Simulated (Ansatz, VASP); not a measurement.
## One calculation of MgS, two programs

Contents of POSCAR:

```
MgS
1.0
    0.0000000000      2.6015177400      2.6738399332
    2.6015177400      0.0000000000      2.6738399332
    2.6015177400      2.6015177400      0.0000000000
Mg S
1 1
Direct
    0.0000000000      0.0000000000      0.0000000000
    0.5000000000      0.5000000000      0.5000000000
```

File INCAR.step1:

```
ALGO = Normal ; EDIFF = 1E-5
ENCUT = 520 ; GGA = PE
ISIF = 2 ; ISMEAR = 0
LASPH = True ; LCHARG = False
LREAL = False ; LWAVE = True
NBANDS = 11 ; NELM = 80
PREC = Accurate ; SIGMA = 0.01
```

Contents of INCAR.step2:

```
ALGO = Normal ; EDIFF = 1E-6
ENCUT = 520 ; GGA = PE
HFSCREEN = 0.2079 ; ISIF = 2
ISMEAR = 0 ; ISTART = 1
LASPH = True ; LCHARG = False
LHFCALC = True ; LREAL = False
LWAVE = False ; NBANDS = 11
NELM = 80 ; PREC = Accurate
PRECFOCK = Normal ; SIGMA = 0.01
```

Contents of KPOINTS:

```
k-points
0
Gamma
  6 6 6
```

Input for Ansatz:

```yaml
crystal:
  lattice:
    - [0.0, 2.60151774, 2.6738399332]
    - [2.60151774, 0.0, 2.6738399332]
    - [2.60151774, 2.60151774, 0.0]
  atoms:
    - { symbol: Mg, position: [0.0, 0.0, 0.0] }
    - { symbol: S, position: [0.5, 0.5, 0.5] }
kpoints:
  mp_grid: { grid: [6, 6, 6] }
  band_path:
    path:
      - [0.0, 0.0, 0.0]
      - [0.5, 0.0, 0.5]
      - [0.625, 0.25, 0.625]
      - [0.375, 0.375, 0.75]
      - [0.5, 0.5, 0.5]
      - [0.5, 0.25, 0.75]
      - [0.0, 0.5, 0.5]
    npoints: 1
hamiltonian:
  xc: hse06
scf:
  occupations: { method: fixed }
  n_extra_bands: 4
output:
  forces: true
  stress: true
  eigenvalues: true
```

Change from the starting cell: uniaxial_z strain +2.8%.

Alike in both runs: task single point; functional HSE06; k mesh 6 × 6 × 6; no spin polarisation.

|  | VASP | Ansatz |
| --- | --- | --- |
| version | VASP 6.6.1 | Ansatz 0.2.0 |
| potentials or method | VASP PAW PBE potentials, release 64 (Mg, S) | plane waves, PAW |
| plane-wave cutoff (eV) | 520 | 420 |
| occupations | gaussian, width 0.01 eV | fixed |
| valence electrons in the cell | 8 | 16 |

```tsv
	VASP	Ansatz	Ansatz less VASP
gap on the k mesh at the Fermi level (eV)	3.56	3.61	+0.053
pressure (GPa)	-2.6	-2.3	+0.31
traceless stress, the component that is largest in VASP (GPa)	-1.52	-1.54	-0.018
```

VASP's potentials hold 8 valence electrons a cell and Ansatz's 16, so a difference there can come from the potentials and not from the codes. Ansatz's warnings: stress exchange threshold loose, stress scf threshold loose.
